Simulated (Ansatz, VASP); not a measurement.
**Zn in VASP and in Ansatz**

```xyz
1
Lattice="-1.1521 1.5986 1.5986 1.5986 -1.1521 1.5986 1.5986 1.5986 -1.1521" Properties=species:S:1:pos:R:3 pbc="T T T"
Zn    0.0000    0.0000    0.0000
```

Alike in both runs: task single point; functional PBEsol; k mesh 22 × 22 × 22; occupations gaussian, width 0.15 eV; no spin polarisation.

|  | VASP | Ansatz |
| --- | --- | --- |
| version | VASP 6.6.1 | Ansatz 0.2.0 |
| potentials or method | VASP PAW PBE potentials, release 64 (Zn), cutoff 520 eV | scalar-relativistic, plane waves, PAW |
| valence electrons in the cell | 12 | 12 |

Ansatz gave:

```
gap on the k mesh at the Fermi level (eV)                     : none
pressure (GPa)                                                : 2.2
traceless stress, the component that is largest in VASP (GPa) : -2.91
```

Q: Which values does VASP return?

A: gap on the k mesh at the Fermi level (eV): none; pressure (GPa): 2.6; traceless stress, the component that is largest in VASP (GPa): -2.96.

VASP's potentials were made for PBE, not for PBEsol. A gap of «none» marks a metal or a gap that the smearing closes. With one functional, cell and mesh, what is left measures potentials, basis and numerics.
